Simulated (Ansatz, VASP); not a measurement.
This is a calculation of Ba for Ansatz 0.2.0.

The input input.yaml:

```yaml
crystal:
  lattice:
    - [3.6847460598, 0.0, 0.0]
    - [0.0, 3.6847460598, 0.0]
    - [0.0, 0.0, 3.6847460598]
  atoms:
    - { symbol: Ba, position: [0.0, 0.0, 0.0] }
kpoints:
  mp_grid: { grid: [7, 7, 7] }
scf:
  occupations: { method: gaussian, width: 0.01 }
hamiltonian:
  xc: pbesol
  dispersion: d3bj
  pseudopotentials: { kind: all_electron, lapw: { basis_error: 0.001 } }
magnetization:
  noncollinear: true
  spin_orbit: true
output:
  forces: true
  stress: true
  eigenvalues: true
```

Potentials or basis: all-electron LAPW, relativistic spinors.

Command:

```sh
$ ansatz run input.yaml --threads 1 --pin off --max-ram 3072MiB --backend cpu --events-out ev --progress --plain --runs-dir out
```

Question: Set up the same calculation for VASP 6.6.1. Potentials there: VASP PAW PBE potentials, release 64 (Ba_sv).

Answer: As run (the cutoff follows the program's own potentials):

File INCAR:

```
SYSTEM = Ba
  PREC = Accurate
  ENCUT = 520
  EDIFF = 1E-6
  ISMEAR = 0
  SIGMA = 0.01
  LREAL = .False.
  LASPH = .True.
  NELM = 150
  ALGO = Normal
  ISIF = 2
  LWAVE = .False.
  LCHARG = .False.
  MAGMOM = 0 0 0
  LORBIT = 11
  LSORBIT = .True.
  GGA_COMPAT = .False.
  LORBMOM = .True.
  GGA = PS
  IVDW = 12
  NBANDS = 21
```

The input KPOINTS:

```
regular mesh
0
Gamma
  7 7 7
  0 0 0
```

File POSCAR:

```
Ba
1.0
    3.6847460598      0.0000000000      0.0000000000
    0.0000000000      3.6847460598      0.0000000000
    0.0000000000      0.0000000000      3.6847460598
Ba
1
Direct
    0.0000000000      0.0000000000      0.0000000000
```

Potentials or basis: VASP PAW PBE potentials, release 64 (Ba_sv).

Launch:

```console
$ cat potpaw_PBE.64/Ba_sv/POTCAR > POTCAR
$ mpirun -np 1 vasp_ncl > vasp.out
```

Both were run:

|  | VASP | Ansatz | Ansatz less VASP |
| --- | --- | --- | --- |
| pressure (GPa) | -0.3 | -0.3 | +0.05 |
| net moment per atom (μB) | 0.00 | 0.00 | 0.000 |

VASP's potentials were made for PBE, not for PBEsol. Ansatz ran all-electron here, and VASP with PAW potentials.
